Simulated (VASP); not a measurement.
# BP (I-4m2) in VASP: settings compared

The runs below take BP through single point, with r2SCAN, HSE06.

Everything below comes from runs of VASP 6.6.1. Logs are shortened: lines on timing, memory, paths and dates and some standing lists are left out, and cuts for length are marked.

## 1. The cell of the first run

It takes space group I-4m2 (No. 119, tetragonal). The conventional cell has a = 3.208 Å, b = 3.208 Å, c = 4.310 Å, α = 90.00°, β = 90.00°, γ = 90.00°. B (site symmetry -4m2) has 4 P at 1.93 Å within 2.6 Å. P (site symmetry -4m2) has 4 B at 1.93 Å within 2.6 Å.

## 2. Single point, r2SCAN (uniaxial x strain -5.0%)

The input, POSCAR:

```
BP
1.0
    0.0000000000      2.2683156866      2.2683156866
    2.1548999023      0.0000000000      2.2683156866
    2.1548999023      2.2683156866      0.0000000000
B P
1 1
Direct
    0.0000000000      0.0000000000      0.0000000000
    0.2500000000      0.2500000000      0.2500000000
```

The input, INCAR.step1:

```
ALGO = Normal
EDIFF = 1E-4
ENCUT = 520
GGA = PE
ISMEAR = 0
LASPH = True
LCHARG = False
LREAL = False
LWAVE = True
NBANDS = 11
NELM = 80
PREC = Accurate
SIGMA = 0.01
```

The input, INCAR.step2:

```
ALGO = Normal
EDIFF = 1E-7
ENCUT = 520
ISIF = 2
ISMEAR = 0
ISTART = 1
LASPH = True
LCHARG = False
LMIXTAU = True
LREAL = False
LWAVE = False
METAGGA = R2SCAN
NBANDS = 11
NELM = 80
PREC = Accurate
SIGMA = 0.01
```

The input, KPOINTS:

```
k-points
0
Gamma
  10 10 10
```

Potentials or basis: VASP PAW PBE potentials, release 64 (B, P).

Command:

```bash
> cat potpaw_PBE.64/B/POTCAR potpaw_PBE.64/P/POTCAR > POTCAR
> cp INCAR.step1 INCAR
> mpirun -np 1 vasp_std > vasp.out
> cp INCAR.step2 INCAR
> mpirun -np 1 vasp_std > vasp.out
```

OUTCAR:

```text
EDIFF = 1E-7
   ENCUT = 520
   ISIF = 2
   ISMEAR = 0
   ISTART = 1
   LASPH = True
   LREAL = False
   METAGGA = R2SCAN
   NELM = 80
   PREC = Accurate

 ion  position               nearest neighbor table
   1  0.000  0.000  0.000-   2 1.93   2 1.93   2 1.93   2 1.93
   2  0.250  0.250  0.250-   1 1.93   1 1.93   1 1.93   1 1.93

  LATTYP: Found a body centered tetragonal cell.
 ALAT       =     3.2078828077
 C/A-ratio  =     1.3435028843

  Lattice vectors:

 A1 = (  -2.1548999023,   0.0000000000,  -2.2683156866)
 A2 = (  -2.1548999023,   0.0000000000,   2.2683156866)
 A3 = (   2.1548999023,   2.2683156866,   0.0000000000)

Analysis of symmetry for initial positions (statically):
=====================================================================
 Subroutine PRICEL returns:
 Original cell was already a primitive cell.

 Routine SETGRP: Setting up the symmetry group for a
 body centered tetragonal supercell.

 Subroutine GETGRP returns: Found  8 space group operations
 (whereof  8 operations were pure point group operations)
 out of a pool of 16 trial point group operations.

The static configuration has the point symmetry D_2d.

Analysis of symmetry for dynamics (positions and initial velocities):
=====================================================================
 Subroutine PRICEL returns:
 Original cell was already a primitive cell.

 Routine SETGRP: Setting up the symmetry group for a
 body centered tetragonal supercell.

 Subroutine GETGRP returns: Found  8 space group operations
 (whereof  8 operations were pure point group operations)
 out of a pool of 16 trial point group operations.

The dynamic configuration has the point symmetry D_2d.

 Subroutine INISYM returns: Found  8 space group operations
 (whereof  8 operations are pure point group operations),
 and found     1 'primitive' translations

----------------------------------------------------------------------------------------

                                     Primitive cell

  volume of cell :      22.1750

  direct lattice vectors                    reciprocal lattice vectors
     0.000000000  2.268315687  2.268315687    -0.232029339  0.220427872  0.220427872
     2.154899902  0.000000000  2.268315687     0.232029339 -0.220427872  0.220427872
     2.154899902  2.268315687  0.000000000     0.232029339  0.220427872 -0.220427872

  length of vectors
     3.207882808  3.128713736  3.128713736     0.388605851  0.388605851  0.388605851

  position of ions in fractional coordinates (direct lattice)
     0.000000000  0.000000000  0.000000000
     0.250000000  0.250000000  0.250000000

  ion indices of the primitive-cell ions
   primitive index   ion index
                 1           1
                 2           2

----------------------------------------------------------------------------------------

 KPOINTS: k-points

Automatic generation of k-mesh.
 Grid dimensions read from file:
 generate k-points for:   10   10   10

 Generating k-lattice:

  Cartesian coordinates                     Fractional coordinates (reciprocal lattice)
    -0.023202934  0.022042787  0.022042787     0.100000000  0.000000000  0.000000000
     0.023202934 -0.022042787  0.022042787     0.000000000  0.100000000 -0.000000000
     0.023202934  0.022042787 -0.022042787     0.000000000 -0.000000000  0.100000000

  Length of vectors
     0.038860585  0.038860585  0.038860585

  Shift w.r.t. Gamma in fractional coordinates (k-lattice)
     0.000000000  0.000000000  0.000000000

 Subroutine IBZKPT returns following result:
 ===========================================

 Found    102 irreducible k-points:

 Following reciprocal coordinates:
            Coordinates               Weight
  0.000000  0.000000  0.000000      1.000000
  0.100000 -0.000000 -0.000000      8.000000
  0.200000 -0.000000 -0.000000      8.000000
  0.300000  0.000000  0.000000      8.000000
  0.400000  0.000000  0.000000      8.000000
  0.500000 -0.000000 -0.000000      4.000000
[... 16 lines left out ...]
  0.300000  0.300000  0.000000      4.000000
  0.400000  0.300000  0.000000     16.000000
 [... further k-points ...]
   k-points           NKPTS =    102   k-points in BZ     NKDIM =    102   number of bands    NBANDS=     11
   number of dos      NEDOS =    301   number of ions     NIONS =      2
   total plane-waves  NPLWV =  13824
   dimension x,y,z NGX =    24 NGY =   24 NGZ =   24
   dimension x,y,z NGXF=    48 NGYF=   48 NGZF=   48
   ions per type =               1   1
   NGX,Y,Z   is equivalent  to a cutoff of  12.44, 12.75, 12.75 a.u.
   NGXF,Y,Z  is equivalent  to a cutoff of  24.88, 25.51, 25.51 a.u.
 SYSTEM =  unknown system
   PREC   = accura    normal or accurate (medium, high low for compatibility)
   ISTART =      1    job   : 0-new  1-cont  2-samecut
   ICHARG =      0    charge: 1-file 2-atom 10-const
   ISPIN  =      1    spin polarized calculation?
   LNONCOLLINEAR =      F non collinear calculations
   LSORBIT =      F    spin-orbit coupling
   LASPH  =      T    aspherical Exc in radial PAW
   ENCUT  =  520.0 eV  38.22 Ry    6.18 a.u.   5.96  5.82  5.82*2*pi/ulx,y,z
   NELM   =     80;   NELMIN=  2; NELMDL=  0     # of ELM steps
   EDIFF  = 0.1E-06   stopping-criterion for ELM
   LREAL  =      F    real-space projection
   EDIFFG = 0.1E-05   stopping-criterion for IOM
   NSW    =      0    number of steps for IOM
   IBRION =     -1    ionic relax: 0-MD 1-quasi-New 2-CG
   NFREE  =      0    steps in history (QN), initial steepest desc. (CG)
   ISIF   =      2    stress and relaxation
   ISYM   =      2    0-nonsym 1-usesym 2-fastsym
   POTIM  = 0.5000    time-step for ionic-motion
   TEBEG  =    0.0;   TEEND  =   0.0 temperature during run
   PSTRESS=    0.0 pullay stress
   NELECT =       8.0000    total number of electrons
   NUPDOWN=      -1.0000    fix difference up-down
   EMIN   =  10.00;   EMAX   =-10.00  energy-range for DOS
   EFERMI =   0.00;   METHOD = LEGACY
   ISMEAR =     0;   SIGMA  =   0.01  broadening in eV -4-tet -1-fermi 0-gaus
   EFERMI_NEDOS =   21; number of points for ismear=-14 and -15
   IALGO  =     38    algorithm
   IMIX   =      4    mixing-type and parameters
     AMIX     =   0.40;   BMIX     =  1.00
     AMIX_MAG =   1.60;   BMIX_MAG =  1.00
  volume/ion in A,a.u.               =      11.09        74.82
  Fermi-wavevector in a.u.,A,eV,Ry     =   1.165423  2.202330 18.479569  1.358210
  Thomas-Fermi vector in A             =   2.301949
   LORBIT       =      0    0 simple, 1 ext, 2 COOP (PROOUT), +10 PAW based schemes
   METAGGA = R2SCAN    functional components
   LHFCALC =     F    Hartree Fock is set to
   AEXX    =    0.0000 exact exchange contribution
   IVDW    =     0    specifies the selected vdW correction
   LEPSILON=     F    determine dielectric tensor
   LRPA    =     F    only Hartree local field effects (RPA)
 non-spin polarized calculation
 Gauss-broadening in eV      SIGMA  =   0.01
  energy-cutoff  :      520.00
  volume of cell :       22.18
 maximum number of plane-waves:       608
   NGX = 11   NGY = 11   NGZ = 11

 number of electron       8.0000000 magnetization

 Free energy of the ion-electron system (eV)
  ---------------------------------------------------
  ext. energy  EPLUGINS =         0.00000000
  ---------------------------------------------------
  free energy    TOTEN  =       -17.24616909 eV

  energy without entropy =      -17.24616909  energy(sigma->0) =      -17.24616909

 E-fermi :   8.4137     XC(G=0): -11.7414

 val. band max:        8.3729547443   @ k =   0.0000   0.0000   0.0000
 cond. band min:       8.9291470210   @ k =   0.0000   0.4000   0.4000
 fundamental gap:      0.5561922766
 Fermi energy:         8.4137274194

 k-point     1 :       0.0000    0.0000    0.0000
  band No.  band energies     occupation
      1      -8.7241      2.00000
      2       7.8560      2.00000
      3       7.8560      2.00000
      4       8.3730      2.00000
      5      11.5550      0.00000
      6      11.8743      0.00000
      7      11.8743      0.00000
      8      16.8501      0.00000
      9      20.0984      0.00000
     10      20.8444      0.00000
     11      21.4595      0.00000

 k-point     2 :       0.1000   -0.0000   -0.0000
  band No.  band energies     occupation
      1      -8.5263      2.00000
      2       6.5938      2.00000
      3       7.5101      2.00000
      4       7.9234      2.00000
      5      11.9629      0.00000
      6      12.3088      0.00000
      7      12.4609      0.00000
      8      17.3386      0.00000
      9      19.5248      0.00000
     10      20.5901      0.00000
     11      21.4854      0.00000

 k-point     3 :       0.2000   -0.0000   -0.0000
  band No.  band energies     occupation
      1      -7.9398      2.00000
      2       4.0744      2.00000
      3       6.8453      2.00000
      4       7.3347      2.00000
      5      12.3960      0.00000
      6      12.9883      0.00000
      7      13.2186      0.00000
      8      18.4361      0.00000
      9      19.1910      0.00000
     10      19.7546      0.00000
     11      22.4385      0.00000

 k-point     4 :       0.3000    0.0000    0.0000
  band No.  band energies     occupation
      1      -6.9943      2.00000
      2       1.5027      2.00000
      3       6.2549      2.00000
      4       6.8474      2.00000
      5      12.3648      0.00000
      6      13.1323      0.00000
      7      13.7128      0.00000
      8      19.2075      0.00000
      9      20.1368      0.00000
     10      20.2378      0.00000
     11      22.8087      0.00000
[... 239 lines left out ...]
 k-point    22 :      -0.2000    0.2000    0.0000
  band No.  band energies     occupation
      1      -6.6419      2.00000
      2       2.2709      2.00000
      3       3.3117      2.00000
      4       6.8320      2.00000
      5      13.1881      0.00000
      6      13.6916      0.00000
      7      15.0606      0.00000
      8      17.2851      0.00000
      9      18.3096      0.00000
     10      23.1414      0.00000
     11      25.7387      0.00000

 k-point    23 :       0.3000    0.3000    0.0000
  band No.  band energies     occupation
      1      -6.4735      2.00000
      2       2.6345      2.00000
      3       4.5624      2.00000
      4       4.7274      2.00000
      5       9.9671      0.00000
      6      12.3350      0.00000
      7      17.1961      0.00000
      8      18.4601      0.00000
      9      22.2275      0.00000
     10      23.7005      0.00000
     11      26.1607      0.00000

 k-point    24 :       0.4000    0.3000    0.0000
  band No.  band energies     occupation
      1      -5.5798      2.00000
      2       1.2347      2.00000
      3       3.6492      2.00000
      4       4.3426      2.00000
      5      10.2738      0.00000
      6      12.1531      0.00000
      7      17.8357      0.00000
      8      19.2431      0.00000
      9      23.1737      0.00000
     10      24.6724      0.00000
     11      26.6679      0.00000

 [... further k-points ...]

------------------------ aborting loop because EDIFF is reached ----------------------------------------

  FORCE on cell =-STRESS in cart. coord.  units (eV):
  Direction    XX          YY          ZZ          XY          YZ          ZX
  --------------------------------------------------------------------------------------
  -------------------------------------------------------------------------------------
  Total        2.5639599      0.5719654      0.5719654      0.0000000      0.0000000     -0.0000000
  in kB      185.2497908     41.3253230     41.3253230      0.0000000      0.0000000     -0.0000000
  external PRESSURE =      89.3001456 kB  Pullay stress =       0.0000000 kB

 VOLUME and BASIS-vectors are now :
 -----------------------------------------------------------------------------
  energy-cutoff  :      520.00
  volume of cell :       22.18
      direct lattice vectors                 reciprocal lattice vectors
     0.000000000  2.268315687  2.268315687    -0.232029339  0.220427872  0.220427872
     2.154899902  0.000000000  2.268315687     0.232029339 -0.220427872  0.220427872
     2.154899902  2.268315687  0.000000000     0.232029339  0.220427872 -0.220427872

 POSITION                                       TOTAL-FORCE (eV/Angst)
 -----------------------------------------------------------------------------------
      0.00000      0.00000      0.00000         0.000000     -0.000000     -0.000000
      1.07745      1.13416      1.13416        -0.000000      0.000000      0.000000
 -----------------------------------------------------------------------------------
    total drift:                               -0.000000      0.000000      0.000000

  FREE ENERGIE OF THE ION-ELECTRON SYSTEM (eV)
  ---------------------------------------------------
  free  energy   TOTEN  =       -17.2461690920 eV

  energy  without entropy=      -17.2461690920  energy(sigma->0) =      -17.24616909
```

It took 27 s on 1 thread of Intel Xeon 6975P-C (Granite Rapids), shared host; peak memory 0.15 GiB.

Results:

| Item | Value |
| --- | --- |
| Free energy | -17.2462 eV |
| Pressure | 8.9 GPa |
| Band gap on the k mesh | 0.56 eV (least direct gap 3.18 eV) |

Levels at points of the mesh, in eV from the valence-band top:
```
           k point  band 2  band 3  band 4  band 5  band 6  band 7
(0.00, 0.00, 0.00)   -0.52   -0.52    0.00    3.18    3.50    3.50
(0.50, 0.00, 0.00)  -10.24   -2.63   -1.93    3.78    4.43    5.36
(0.50, 0.50, 0.00)   -9.92   -4.73   -4.63    1.31    1.79   12.54
(0.00, 0.50, 0.50)   -9.41   -5.27   -5.27    0.68    1.00   13.18
```

Caveat: the cell differs from its parent crystal (uniaxial x strain -5.0%); the stress differs along the axes, from 4 to 19 GPa; semilocal functionals underestimate gaps, and a narrow one can read as zero; the PAW data sets were made with another functional, which shifts forces and pressure a little.

## 3. Single point, HSE06 (uniaxial x strain -5.0%)

POSCAR is that of step 2.

The input, INCAR.step1:

```
SYSTEM = BP
PREC     = Accurate       ! precision mode
ENCUT    = 520            ! plane-wave cutoff, eV
EDIFF    = 1E-5           ! SCF threshold, eV
ISMEAR   = 0              ! smearing method
SIGMA    = 0.01           ! smearing width, eV
LREAL    = .False.        ! projectors in reciprocal space
LASPH    = .True.         ! aspherical terms in the spheres
NELM     = 80             ! most SCF steps
ALGO     = Normal         ! electronic algorithm
ISIF     = 2              ! what is computed and relaxed
LWAVE    = .True.         ! write WAVECAR
LCHARG   = .False.        ! write CHGCAR
GGA      = PE             ! functional
NBANDS   = 11             ! bands
```

The input, INCAR.step2:

```
SYSTEM = BP
PREC     = Accurate       ! precision mode
ENCUT    = 520            ! plane-wave cutoff, eV
EDIFF    = 1E-6           ! SCF threshold, eV
ISMEAR   = 0              ! smearing method
SIGMA    = 0.01           ! smearing width, eV
LREAL    = .False.        ! projectors in reciprocal space
LASPH    = .True.         ! aspherical terms in the spheres
NELM     = 80             ! most SCF steps
ALGO     = Normal         ! electronic algorithm
ISIF     = 2              ! what is computed and relaxed
LWAVE    = .False.        ! write WAVECAR
LCHARG   = .False.        ! write CHGCAR
GGA      = PE             ! functional
LHFCALC  = .True.         ! exact exchange
HFSCREEN = 0.2079         ! screening, 1/A
PRECFOCK = Normal       
ISTART   = 1            
NBANDS   = 11             ! bands
```

The input, KPOINTS:

```
regular mesh
0
Gamma
  6 6 6
  0 0 0
```

Potentials or basis: VASP PAW PBE potentials, release 64 (B, P).

Command:

```bash
> cat potpaw_PBE.64/B/POTCAR potpaw_PBE.64/P/POTCAR > POTCAR
> cp INCAR.step1 INCAR
> mpirun -np 1 vasp_std > vasp.out
> cp INCAR.step2 INCAR
> mpirun -np 1 vasp_std > vasp.out
```

Wall time 4.5 min (1 thread of Intel Xeon 6975P-C (Granite Rapids), shared host); peak memory 0.24 GiB.

It converged, with:

* Free energy: -14.7700 eV
* Pressure: 7.5 GPa
* Band gap on the k mesh: 1.21 eV (least direct gap 3.90 eV)

Stress tensor (GPa, compression positive):
```
16.90  0.00  0.00
 0.00  2.80  0.00
 0.00  0.00  2.80
```

Levels at points of the mesh, in eV from the valence-band top:
| k point | band 1 | band 2 | band 3 | band 4 | band 5 | band 6 | band 7 | band 8 | band 9 |
| --- | --- | --- | --- | --- | --- | --- | --- | --- | --- |
| (0.00, 0.00, 0.00) | -17.95 | -0.51 | -0.51 | 0.00 | 3.90 | 4.20 | 4.20 | 9.16 | 12.54 |
| (0.50, 0.00, 0.00) | -14.06 | -10.75 | -2.70 | -1.99 | 4.41 | 5.11 | 6.06 | 11.24 | 15.55 |
| (0.50, 0.50, 0.00) | -12.44 | -10.38 | -4.92 | -4.80 | 1.83 | 2.29 | 13.32 | 14.53 | 16.72 |
| (0.00, 0.50, 0.50) | -11.87 | -9.86 | -5.46 | -5.46 | 1.21 | 1.51 | 13.94 | 13.94 | 17.64 |

Caveat: the cell differs from its parent crystal (uniaxial x strain -5.0%); the stress differs along the axes, from 3 to 17 GPa; the PAW data sets were made with another functional, which shifts forces and pressure a little. A k mesh can miss the band edges.
